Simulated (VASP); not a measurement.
# ScAl3 (I4/mmm) in VASP: notebook, part 2 of 2

VASP 6.6.1. The steps go on from the part before.

## Step 5: Single point, LDA

This run uses another cell than the first one, of 17.92 Å³/atom.

INCAR

```
SYSTEM = ScAl3
PREC = Accurate
ENCUT = 520
EDIFF = 1E-6
ISMEAR = 0
SIGMA = 0.05
LREAL = .False.
LASPH = .True.
NELM = 100
ALGO = Normal
ISIF = 2
LWAVE = .False.
LCHARG = .False.
NBANDS = 18
```

KPOINTS

```
regular mesh
0
Gamma
  8 8 8
  0 0 0
```

POSCAR

```
ScAl3
1.0
   -2.0128000000      2.0128000000      4.4232000000
    2.0128000000     -2.0128000000      4.4232000000
    2.0128000000      2.0128000000     -4.4232000000
Sc Al
1 3
Direct
    0.0000000000      0.0000000000      0.0000000000
    0.7500000000      0.2500000000      0.5000000000
    0.2500000000      0.7500000000      0.5000000000
    0.5000000000      0.5000000000      0.0000000000
```

Potentials or basis: VASP PAW LDA potentials, release 64 (Sc_sv, Al).

Command:

```
> cat potpaw_LDA.64/Sc_sv/POTCAR potpaw_LDA.64/Al/POTCAR > POTCAR
> mpirun -np 1 vasp_std > vasp.out
```

OUTCAR:

```text
SYSTEM = ScAl3
   PREC = Accurate
   ENCUT = 520
   EDIFF = 1E-6
   ISMEAR = 0
   LREAL = .False.
   LASPH = .True.
   NELM = 100
   ISIF = 2

 ion  position               nearest neighbor table
   1  0.000  0.000  0.000-   4 2.85   4 2.85   4 2.85   4 2.85   2 2.99   2 2.99   3 2.99   3 2.99
                             3 2.99   2 2.99   3 2.99   2 2.99
   2  0.750  0.250  0.500-   3 2.85   3 2.85   3 2.85   3 2.85   4 2.99   4 2.99   1 2.99   1 2.99
                             4 2.99   1 2.99   4 2.99   1 2.99
   3  0.250  0.750  0.500-   2 2.85   2 2.85   2 2.85   2 2.85   1 2.99   1 2.99   4 2.99   4 2.99
                             4 2.99   1 2.99   4 2.99   1 2.99
   4  0.500  0.500  0.000-   1 2.85   1 2.85   1 2.85   1 2.85   3 2.99   3 2.99   2 2.99   2 2.99
                             3 2.99   2 2.99   3 2.99   2 2.99

  LATTYP: Found a body centered tetragonal cell.
 ALAT       =     4.0256000000
 C/A-ratio  =     2.1975357711

  Lattice vectors:

 A1 = (  -2.0128000000,   2.0128000000,   4.4232000000)
 A2 = (   2.0128000000,  -2.0128000000,   4.4232000000)
 A3 = (   2.0128000000,   2.0128000000,  -4.4232000000)

Analysis of symmetry for initial positions (statically):
=====================================================================
 Subroutine PRICEL returns:
 Original cell was already a primitive cell.

 Routine SETGRP: Setting up the symmetry group for a
 body centered tetragonal supercell.

 Subroutine GETGRP returns: Found 16 space group operations
 (whereof 16 operations were pure point group operations)
 out of a pool of 16 trial point group operations.

The static configuration has the point symmetry D_4h.

Analysis of symmetry for dynamics (positions and initial velocities):
=====================================================================
 Subroutine PRICEL returns:
 Original cell was already a primitive cell.

 Routine SETGRP: Setting up the symmetry group for a
 body centered tetragonal supercell.

 Subroutine GETGRP returns: Found 16 space group operations
 (whereof 16 operations were pure point group operations)
 out of a pool of 16 trial point group operations.

The dynamic configuration has the point symmetry D_4h.

 Subroutine INISYM returns: Found 16 space group operations
 (whereof 16 operations are pure point group operations),
 and found     1 'primitive' translations

----------------------------------------------------------------------------------------

                                     Primitive cell

  volume of cell :      71.6800

  direct lattice vectors                    reciprocal lattice vectors
    -2.012800000  2.012800000  4.423200000     0.000000000  0.248410175  0.113040333
     2.012800000 -2.012800000  4.423200000     0.248410175  0.000000000  0.113040333
     2.012800000  2.012800000 -4.423200000     0.248410175  0.248410175  0.000000000

  length of vectors
     5.259983452  5.259983452  5.259983452     0.272920743  0.272920743  0.351305038

  position of ions in fractional coordinates (direct lattice)
     0.000000000  0.000000000  0.000000000
     0.750000000  0.250000000  0.500000000
     0.250000000  0.750000000  0.500000000
     0.500000000  0.500000000  0.000000000

  ion indices of the primitive-cell ions
   primitive index   ion index
                 1           1
[... 32 lines left out ...]
  0.000000  0.000000  0.000000      1.000000
  0.125000  0.000000  0.000000      8.000000
  0.250000  0.000000  0.000000      8.000000
  0.375000 -0.000000  0.000000      8.000000
  0.500000  0.000000  0.000000      4.000000
  0.125000  0.125000  0.000000      8.000000
[... 16 lines left out ...]
  0.250000  0.125000  0.125000     16.000000
  0.375000  0.125000  0.125000      8.000000
 [... further k-points ...]
   k-points           NKPTS =     59   k-points in BZ     NKDIM =     59   number of bands    NBANDS=     18
   number of dos      NEDOS =    301   number of ions     NIONS =      4
   total plane-waves  NPLWV =  64000
   dimension x,y,z NGX =    40 NGY =   40 NGZ =   40
   dimension x,y,z NGXF=    80 NGYF=   80 NGZF=   80
   ions per type =               1   3
   NGX,Y,Z   is equivalent  to a cutoff of  12.64, 12.64, 12.64 a.u.
   NGXF,Y,Z  is equivalent  to a cutoff of  25.28, 25.28, 25.28 a.u.
 SYSTEM =  ScAl3
   PREC   = accura    normal or accurate (medium, high low for compatibility)
   ISTART =      0    job   : 0-new  1-cont  2-samecut
   ICHARG =      2    charge: 1-file 2-atom 10-const
   ISPIN  =      1    spin polarized calculation?
   LNONCOLLINEAR =      F non collinear calculations
   LSORBIT =      F    spin-orbit coupling
   LASPH  =      T    aspherical Exc in radial PAW
   ENCUT  =  520.0 eV  38.22 Ry    6.18 a.u.   9.78  9.78  9.78*2*pi/ulx,y,z
   NELM   =    100;   NELMIN=  2; NELMDL= -5     # of ELM steps
   EDIFF  = 0.1E-05   stopping-criterion for ELM
   LREAL  =      F    real-space projection
   EDIFFG = 0.1E-04   stopping-criterion for IOM
   NSW    =      0    number of steps for IOM
   IBRION =     -1    ionic relax: 0-MD 1-quasi-New 2-CG
   NFREE  =      0    steps in history (QN), initial steepest desc. (CG)
   ISIF   =      2    stress and relaxation
   ISYM   =      2    0-nonsym 1-usesym 2-fastsym
   POTIM  = 0.5000    time-step for ionic-motion
   TEBEG  =    0.0;   TEEND  =   0.0 temperature during run
   PSTRESS=    0.0 pullay stress
   NELECT =      20.0000    total number of electrons
   NUPDOWN=      -1.0000    fix difference up-down
   EMIN   =  10.00;   EMAX   =-10.00  energy-range for DOS
   EFERMI =   0.00;   METHOD = LEGACY
   ISMEAR =     0;   SIGMA  =   0.05  broadening in eV -4-tet -1-fermi 0-gaus
   EFERMI_NEDOS =   21; number of points for ismear=-14 and -15
   IALGO  =     38    algorithm
   IMIX   =      4    mixing-type and parameters
     AMIX     =   0.40;   BMIX     =  1.00
     AMIX_MAG =   1.60;   BMIX_MAG =  1.00
  volume/ion in A,a.u.               =      17.92       120.93
  Fermi-wavevector in a.u.,A,eV,Ry     =   1.069758  2.021550 15.570266  1.144382
  Thomas-Fermi vector in A             =   2.205447
   LORBIT       =      0    0 simple, 1 ext, 2 COOP (PROOUT), +10 PAW based schemes
   GGA     = CA    functional components
   LHFCALC =     F    Hartree Fock is set to
   AEXX    =    0.0000 exact exchange contribution
   IVDW    =     0    specifies the selected vdW correction
   LEPSILON=     F    determine dielectric tensor
   LRPA    =     F    only Hartree local field effects (RPA)
 non-spin polarized calculation
 Gauss-broadening in eV      SIGMA  =   0.05
  energy-cutoff  :      520.00
  volume of cell :       71.68
 maximum number of plane-waves:      1961
   NGX = 19   NGY = 19   NGZ = 19

 number of electron      19.9999999 magnetization

 Free energy of the ion-electron system (eV)
  ---------------------------------------------------
  ext. energy  EPLUGINS =         0.00000000
  ---------------------------------------------------
  free energy    TOTEN  =       -20.81028302 eV

  energy without entropy =      -20.80773281  energy(sigma->0) =      -20.80900791

 E-fermi :   6.2398     XC(G=0): -10.4213

 val. band max:        6.2260110501   @ k =  -0.3750   0.5000   0.1250
 cond. band min:       6.2512641819   @ k =   0.3750   0.1250   0.0000
 fundamental gap:      0.0252531319
 Fermi energy:         6.2398028118

 k-point     1 :       0.0000    0.0000    0.0000
  band No.  band energies     occupation
      1     -42.0247      2.00000
      2     -21.0609      2.00000
      3     -21.0480      2.00000
      4     -21.0480      2.00000
      5      -3.0931      2.00000
      6       3.6930      2.00000
[... 481 lines left out ...]
      5      -0.1382      2.00000
      6       0.3491      2.00000
[... 10 lines left out ...]
     17      11.4560      0.00000
     18      11.6620      0.00000

 [... further k-points ...]

------------------------ aborting loop because EDIFF is reached ----------------------------------------

  FORCE on cell =-STRESS in cart. coord.  units (eV):
  Direction    XX          YY          ZZ          XY          YZ          ZX
  --------------------------------------------------------------------------------------
  -------------------------------------------------------------------------------------
  Total       -2.1667398     -2.1667398     -1.7895822      0.0000000     -0.0000000      0.0000000
  in kB      -48.4305648    -48.4305648    -40.0004080      0.0000000     -0.0000000      0.0000000
  external PRESSURE =     -45.6205125 kB  Pullay stress =       0.0000000 kB

 VOLUME and BASIS-vectors are now :
 -----------------------------------------------------------------------------
  energy-cutoff  :      520.00
  volume of cell :       71.68
      direct lattice vectors                 reciprocal lattice vectors
    -2.012800000  2.012800000  4.423200000     0.000000000  0.248410175  0.113040333
     2.012800000 -2.012800000  4.423200000     0.248410175  0.000000000  0.113040333
     2.012800000  2.012800000 -4.423200000     0.248410175  0.248410175  0.000000000

 POSITION                                       TOTAL-FORCE (eV/Angst)
 -----------------------------------------------------------------------------------
      0.00000      0.00000      0.00000        -0.000000      0.000000      0.000000
      0.00000      2.01280      2.21160        -0.000000     -0.000000      0.000000
      2.01280      0.00000      2.21160         0.000000      0.000000     -0.000000
      0.00000      0.00000      4.42320        -0.000000      0.000000      0.000000
 -----------------------------------------------------------------------------------
    total drift:                               -0.000000     -0.000000     -0.000000

  FREE ENERGIE OF THE ION-ELECTRON SYSTEM (eV)
  ---------------------------------------------------
  free  energy   TOTEN  =       -20.8102830242 eV

  energy  without entropy=      -20.8077328055  energy(sigma->0) =      -20.80900791
```

OSZICAR:

```text
N       E                     dE             d eps       ncg     rms          rms(c)
DAV:   1     0.107184253226E+03    0.10718E+03   -0.81932E+03  2132   0.101E+03
DAV:   2    -0.166904923665E+02   -0.12387E+03   -0.12068E+03  2166   0.296E+02
DAV:   3    -0.218351288753E+02   -0.51446E+01   -0.49458E+01  3346   0.587E+01
DAV:   4    -0.219531331360E+02   -0.11800E+00   -0.11765E+00  3368   0.866E+00
DAV:   5    -0.219544098098E+02   -0.12767E-02   -0.12765E-02  3176   0.794E-01    0.798E+00
DAV:   6    -0.208872015124E+02    0.10672E+01   -0.39562E+00  3270   0.219E+01    0.258E+00
DAV:   7    -0.208399060918E+02    0.47295E-01   -0.17536E-01  3326   0.355E+00    0.167E+00
DAV:   8    -0.208111230636E+02    0.28783E-01   -0.40204E-02  3454   0.169E+00    0.283E-01
DAV:   9    -0.208105882636E+02    0.53480E-03   -0.79325E-03  3402   0.101E+00    0.167E-01
DAV:  10    -0.208102954677E+02    0.29280E-03   -0.14634E-03  3496   0.421E-01    0.641E-02
DAV:  11    -0.208103034698E+02   -0.80021E-05   -0.27145E-04  3234   0.189E-01    0.322E-02
DAV:  12    -0.208102837798E+02    0.19690E-04   -0.13479E-04  3126   0.134E-01    0.624E-03
DAV:  13    -0.208102830242E+02    0.75554E-06   -0.73687E-06  3164   0.294E-02
   1 F= -.20810283E+02 E0= -.20809008E+02  d E =-.255022E-02
```

stdout:

```text
POSCAR found type information on POSCAR ScAl
 POSCAR found :  2 types and       4 ions
 scaLAPACK will be used
 LDA part: xc-table for (Slater(with rela. corr.)+CA(PZ))
 , standard interpolation
 POSCAR, INCAR and KPOINTS ok, starting setup
 FFT: planning ... GRIDC
 FFT: planning ... GRID_SOFT
 FFT: planning ... GRID
 WAVECAR not read
 entering main loop
```

Run time: 60 s. Hardware: 1 thread of Intel Xeon 6975P-C (Granite Rapids), shared host; peak memory 0.23 GiB.

What came out:

| Quantity | Value |
| --- | --- |
| Free energy | -20.8103 eV |
| Pressure | -4.6 GPa |
| Band gap on the k mesh | zero (bands 10 and 11 overlap by 1.78 eV) |

Caveat: the cell stands under tension.

## Step 6: Single point, LDA

This run uses another cell than the first one, of 18.40 Å³/atom.

INCAR

```
SYSTEM = ScAl3
ALGO = Normal ; EDIFF = 1E-6
ENCUT = 520 ; ISIF = 2
ISMEAR = 0 ; LASPH = .True.
LCHARG = .False. ; LREAL = .False.
LWAVE = .False. ; NBANDS = 18
NELM = 60 ; PREC = Accurate
SIGMA = 0.05
```

KPOINTS

```
k-points
0
Gamma
  8 8 8
  0 0 0
```

POSCAR

```
ScAl3
1.0
   -2.0305348345      2.0305348345      4.4621729332
    2.0305348345     -2.0305348345      4.4621729332
    2.0305348345      2.0305348345     -4.4621729332
Sc Al
1 3
Direct
    0.0000000000      0.0000000000      0.0000000000
    0.7500000000      0.2500000000      0.5000000000
    0.2500000000      0.7500000000      0.5000000000
    0.5000000000      0.5000000000      0.0000000000
```

Potentials or basis: VASP PAW LDA potentials, release 64 (Sc_sv, Al).

Command:

```
> cat potpaw_LDA.64/Sc_sv/POTCAR potpaw_LDA.64/Al/POTCAR > POTCAR
> mpirun -np 1 vasp_std > vasp.out
```

Wall time 67 s (1 thread of Intel Xeon 6975P-C (Granite Rapids), shared host); peak memory 0.23 GiB.

It converged, with:

* Free energy: -20.7453 eV
* Pressure: -6.4 GPa
* Band gap on the k mesh: zero (bands 10 and 11 overlap by 1.76 eV)

Stress tensor (GPa, compression positive):
```
-6.67  0.00  0.00
 0.00 -6.67  0.00
 0.00  0.00 -5.74
```

Levels at points of the mesh, in eV from the Fermi level:
```csv
k point,band 7,band 8,band 9,band 10,band 11,band 12,band 13,band 14
"(0.00, 0.00, 0.00)",-2.14,-0.95,-0.95,-0.82,1.21,1.59,1.59,1.67
"(0.50, 0.00, 0.00)",-3.04,-2.77,-0.66,0.35,1.10,1.84,2.57,2.64
"(0.50, 0.50, 0.00)",-4.22,-3.26,-2.31,-1.85,-0.46,2.42,2.74,2.82
"(0.50, 0.50, 0.50)",-1.73,-0.91,-0.91,0.23,1.44,1.44,1.83,3.50
```

Caveat: the cell stands under tension.

## Step 7: Summary

```tsv
cell	gap on the mesh (eV)	pressure (GPa)
a = 5.116 Å, angles 135.0, 135.0, 65.5°, 4 atoms	none	2.7
a = 5.165 Å, angles 135.0, 135.0, 65.5°, 4 atoms	none	-0.1
a = 5.213 Å, angles 135.0, 135.0, 65.5°, 4 atoms	none	-2.5
a = 5.260 Å, angles 135.0, 135.0, 65.5°, 4 atoms	none	-4.6
a = 5.306 Å, angles 135.0, 135.0, 65.5°, 4 atoms	none	-6.4
```

Alike in all rows: task single point; level LDA; potentials or basis VASP PAW LDA potentials, release 64 (Sc_sv, Al); no spin polarisation; k mesh 8 × 8 × 8; cutoff (eV) 520; smearing gaussian 0.05 eV.

Caveats: the cell stands under tension (at least some runs).

Absolute energies hang on the potentials; compare differences alone.
